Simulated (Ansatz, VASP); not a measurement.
# One calculation of AlGa3N4, two programs

```
Al Ga N
1.0
     4.36348    0.00000    0.00000
     0.00000    4.46758    0.00000
     0.00000    0.00000    4.46758
Al Ga N
1 3 4
Direct
  0.00000 0.00000 0.00000
  0.50000 0.50000 0.00000
  0.50000 0.00000 0.50000
  0.00000 0.50000 0.50000
  0.75505 0.75505 0.24495
  0.75505 0.24495 0.75505
  0.24495 0.75505 0.75505
  0.24495 0.24495 0.24495
```

Change from the starting cell: mode 4 frozen in at +0.000 Å, normal strain along x -0.0233.

Alike in both runs: task single point; functional PBEsol; k mesh 6 × 6 × 6; occupations gaussian, width 0.05 eV; no spin polarisation.

|  | VASP | Ansatz |
| --- | --- | --- |
| version | VASP 6.6.1 | Ansatz 0.2.0 |
| potentials or method | VASP PAW PBE potentials, release 64 (Al, Ga_d, N), cutoff 520 eV | scalar-relativistic, plane waves, PAW |
| valence electrons in the cell | 62 | 62 |

Ansatz gave:

| Quantity | Value |
| --- | --- |
| gap on the k mesh at the Fermi level (eV) | 2.39 |
| least direct gap on the mesh (eV) | 2.39 |
| pressure (GPa) | 4.7 |
| traceless stress, the component that is largest in VASP (GPa) | 1.81 |
| rms of the force components (eV/Å) | 0.011 |

Q: Which values does VASP return?

A: gap on the k mesh at the Fermi level (eV): 2.41; least direct gap on the mesh (eV): 2.41; pressure (GPa): 4.5; traceless stress, the component that is largest in VASP (GPa): 1.82; rms of the force components (eV/Å): 0.011.

VASP's potentials were made for PBE, not for PBEsol, and Ansatz warns of the same on its side. Atom by atom the forces differ by 0.006 eV/Å (rms over components). With one functional, cell and mesh, what is left measures potentials, basis and numerics.
